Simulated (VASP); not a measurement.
Na, 4 atoms in the cell. It takes space group P6_3/mmc (No. 194, hexagonal). Conventional cell: a = 3.167 Å, b = 3.167 Å, c = 10.136 Å, α = 90.00°, β = 90.00°, γ = 120.00°. Within 4.1 Å of Na (site symmetry -6m2) lie 12 Na at 3.12 to 3.17 Å. Na (site symmetry -3m) has 12 Na at 3.12 to 3.17 Å within 4.1 Å. 

| Item | Value |
| --- | --- |
| Program | VASP 6.6.1 |
| Task | single point |
| Functional | PBEsol |
| Potentials or basis | VASP PAW PBE potentials, release 64 (Na_pv) |
| Cutoff | 520 eV |
| k mesh | 8 × 8 × 3 |
| Occupations | fermi-dirac, width 0.05 eV |
| Spin | no spin polarisation |
| Dipole correction | no |
| Further INCAR settings | ALGO = Normal; EDIFF = 1e-07; NBANDS = 22 |

Potentials or basis: VASP PAW PBE potentials, release 64 (Na_pv).

Launch:

```bash
$ cat potpaw_PBE.64/Na_pv/POTCAR > POTCAR
$ mpirun -np 1 vasp_std > vasp.out
```

Hardware: 1 thread of Intel(R) Xeon(R) Platinum 8375C CPU @ 2.90GHz (Ice Lake) (shared host).

Task: Estimate the wall time of this run.

Result: Wall time 31 s on 1 thread of Intel(R) Xeon(R) Platinum 8375C CPU @ 2.90GHz (Ice Lake), on a shared host, peak memory 0.19 GiB. Counts: scf iterations 12, k points 20.
